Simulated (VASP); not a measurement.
A run of VASP 6.6.1:

INCAR

```
SYSTEM = HfO2
PREC = Accurate ; ENCUT = 520
EDIFF = 1E-6 ; ISMEAR = -1
SIGMA = 0.05 ; LREAL = .False.
LASPH = .True. ; NELM = 100
ALGO = Normal ; ISIF = 2
LWAVE = .False. ; LCHARG = .False.
GGA = RE ; IVDW = 13
NBANDS = 56
```

Contents of KPOINTS:

```
regular mesh
0
Gamma
  5 5 5
  0 0 0
```

File POSCAR:

```
HfO2
1.0
    5.1199934275      0.0000000000      0.0013970648
    0.0000000000      5.2089059136      0.0000000000
   -0.8575742697      0.0000000000      5.2295135734
Hf O
4 8
Direct
    0.2763559502      0.4579975705      0.7084281176
    0.7236440498      0.9579975705      0.7915718824
    0.7236440498      0.5420024295      0.2915718824
    0.2763559502      0.0420024295      0.2084281176
    0.0725113584      0.1612798055      0.8393948489
    0.9274886416      0.6612798055      0.6606051511
    0.9274886416      0.8387201945      0.1606051511
    0.0725113584      0.3387201945      0.3393948489
    0.4464284937      0.7417101885      0.9790313301
    0.5535715063      0.2417101885      0.5209686699
    0.5535715063      0.2582898115      0.0209686699
    0.4464284937      0.7582898115      0.4790313301
```

Potentials or basis: VASP PAW PBE potentials, release 64 (Hf_pv, O).

The run is started by

```bash
$ cat potpaw_PBE.64/Hf_pv/POTCAR potpaw_PBE.64/O/POTCAR > POTCAR
$ mpirun -np 1 vasp_std > vasp.out
```

Hardware: 1 thread of Oxide Virtual Turin-like Processor, with other jobs on the host.

Q: How long does it take, and how much memory?

A: Run time: 7.3 min on 1 thread of Oxide Virtual Turin-like Processor, on a shared host, peak memory 0.34 GiB. Counts: scf iterations 16, k points 39.
